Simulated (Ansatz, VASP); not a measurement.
Two plane-wave programs on C

The input INCAR:

```
SYSTEM = C
PREC     = Accurate       ! precision mode
ENCUT    = 520            ! plane-wave cutoff, eV
EDIFF    = 1E-6           ! SCF threshold, eV
ISMEAR   = 0              ! smearing method
SIGMA    = 0.05           ! smearing width, eV
LREAL    = .False.        ! projectors in reciprocal space
LASPH    = .True.         ! aspherical terms in the spheres
NELM     = 100            ! most SCF steps
ALGO     = Normal         ! electronic algorithm
ISIF     = 2              ! what is computed and relaxed
LWAVE    = .False.        ! write WAVECAR
LCHARG   = .False.        ! write CHGCAR
GGA      = CA             ! functional
NBANDS   = 26             ! bands
```

File KPOINTS:

```
regular mesh
0
Gamma
  12 12 4
  0 0 0
```

POSCAR

```
C
1.0
    2.5186290723      0.0000000000      0.0000000000
   -1.2593145361      2.1811967593      0.0000000000
    0.0000000000      0.0000000000      8.0228736867
C
8
Direct
    0.0000000000      0.0000000000      0.1002408971
    0.0000000000      0.0000000000      0.6002408971
    0.0000000000      0.0000000000      0.3997591029
    0.0000000000      0.0000000000      0.8997591029
    0.3333333333      0.6666666667      0.1498652280
    0.6666666667      0.3333333333      0.6498652280
    0.3333333333      0.6666666667      0.3501347720
    0.6666666667      0.3333333333      0.8501347720
```

Input for Ansatz:

```yaml
crystal:
  lattice:
    - [2.5186290723, 0.0, 0.0]
    - [-1.2593145361, 2.1811967593, 0.0]
    - [0.0, 0.0, 8.0228736867]
  atoms:
    - { symbol: C, position: [0.0, 0.0, 0.1002408971] }
    - { symbol: C, position: [0.0, 0.0, 0.6002408971] }
    - { symbol: C, position: [0.0, 0.0, 0.3997591029] }
    - { symbol: C, position: [0.0, 0.0, 0.8997591029] }
    - { symbol: C, position: [0.3333333333, 0.6666666667, 0.149865228] }
    - { symbol: C, position: [0.6666666667, 0.3333333333, 0.649865228] }
    - { symbol: C, position: [0.3333333333, 0.6666666667, 0.350134772] }
    - { symbol: C, position: [0.6666666667, 0.3333333333, 0.850134772] }
basis:
  ecutwfc: 520.0
kpoints:
  mp_grid: { grid: [12, 12, 4] }
hamiltonian:
  xc: lda
  pseudopotentials: { kind: paw, azcp: { folder: soft_1 } }
scf:
  occupations: { method: gaussian, width: 0.05 }
output:
  forces: true
  stress: true
  eigenvalues: true
```

Change from the starting cell: mode 21 frozen in at +0.060 Å, strain +e along z and -e/2 along x and y -0.0233.

Alike in both runs: task single point; functional LDA; k mesh 12 × 12 × 4; occupations gaussian, width 0.05 eV; no spin polarisation.

|  | VASP | Ansatz |
| --- | --- | --- |
| version | VASP 6.6.1 | Ansatz 0.2.0 |
| potentials or method | VASP PAW LDA potentials, release 64 (C), cutoff 520 eV | scalar-relativistic, plane waves, PAW |
| valence electrons in the cell | 32 | 32 |

VASP gave:

```
gap on the k mesh at the Fermi level (eV)                     : 2.35
least direct gap on the mesh (eV)                             : 3.23
pressure (GPa)                                                : 4.2
traceless stress, the component that is largest in VASP (GPa) : 25.30
rms of the force components (eV/Å)                            : 1.965
```

Problem. Which values does Ansatz return?

Solution. gap on the k mesh at the Fermi level (eV): 2.37; least direct gap on the mesh (eV): 3.22; pressure (GPa): 2.5; traceless stress, the component that is largest in VASP (GPa): 25.66; rms of the force components (eV/Å): 1.959.

Ansatz warns that its potentials were made for another functional, while VASP's fit it. LDA's correlation is that of Perdew and Zunger in VASP and of Perdew and Wang (1992) in Ansatz. Atom by atom the forces differ by 0.005 eV/Å (rms over components).
